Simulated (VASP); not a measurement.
Here is a VASP 6.6.1 calculation.

Contents of INCAR:

```
  ALGO = Normal
  EDIFF = 1E-6
  ENCUT = 520
  GGA = CA
  ISIF = 2
  ISMEAR = -1
  LASPH = T
  LCHARG = F
  LREAL = Auto
  LWAVE = F
  NBANDS = 46
  NELM = 100
  PREC = Accurate
  SIGMA = 0.17
```

KPOINTS

```
k-points
0
Gamma
  2 2 2
```

The input POSCAR:

```
Si
1.0
    0.0000000000      5.6889540000      5.6889540000
    5.6889540000      0.0000000000      5.6889540000
    5.6889540000      5.6889540000      0.0000000000
Si
16
Direct
    0.0507650440     -0.0205837488     -0.0054315785
    0.1437962058      0.1615323309      0.0441821115
   -0.0287311165      0.1245659571      0.4320390005
    0.2092212382      0.1520402520      0.6000839522
    0.0078221761      0.5265642858     -0.0596594734
    0.1430842999      0.6131531385      0.0975750551
   -0.0006855390      0.5168085381      0.4807386384
    0.0370103186      0.7231469968      0.5637855395
    0.4803870799      0.0207243722     -0.0025663769
    0.6520267170      0.1396829716      0.0711818025
    0.5708958097      0.0449819070      0.4174756906
    0.5724602449      0.2030953318      0.6129246255
    0.5492310186      0.5583891169     -0.0793379591
    0.6482386745      0.6518245709      0.0502904400
    0.4445896381      0.5528696488      0.4896594348
    0.6424379596      0.6728829236      0.5644095558
```

Potentials or basis: VASP PAW LDA potentials, release 64 (Si).

Launch:

```sh
$ cat potpaw_LDA.64/Si/POTCAR > POTCAR
$ mpirun -np 1 vasp_std > vasp.out
```

Question: Predict the largest force.

Answer: 4.154 eV/Å.

Question: Predict the band gap on the k mesh.

Answer: Zero (band 32 reaches 4.67 eV, above the bottom of band 33 at 4.59 eV).

Question: What does it give for the pressure?

Answer: -8.5 GPa.

Forces in eV/Å, atoms in the order of the input:
```
Si  -1.300 -2.224 -0.996
Si   2.390  0.448 -0.134
Si  -0.458  0.550 -0.760
Si   0.479 -0.938 -1.138
Si   0.021 -0.377  0.737
Si   0.008  0.429  0.772
Si  -1.552 -0.129  0.009
Si   0.887  1.689  1.600
Si  -1.519  0.434  1.348
Si   0.024 -0.113  1.710
Si   0.870  0.621 -1.124
Si  -1.146  0.922  0.064
Si  -1.820 -1.573 -3.387
Si   2.985  1.900  0.684
Si   0.227 -0.937  1.177
Si  -0.097 -0.702 -0.561
```

Caveat: the k points lie up to 0.48 Å⁻¹ apart; forces of over 1 eV/Å act on the atoms, so gaps and moduli don't describe the material at rest.
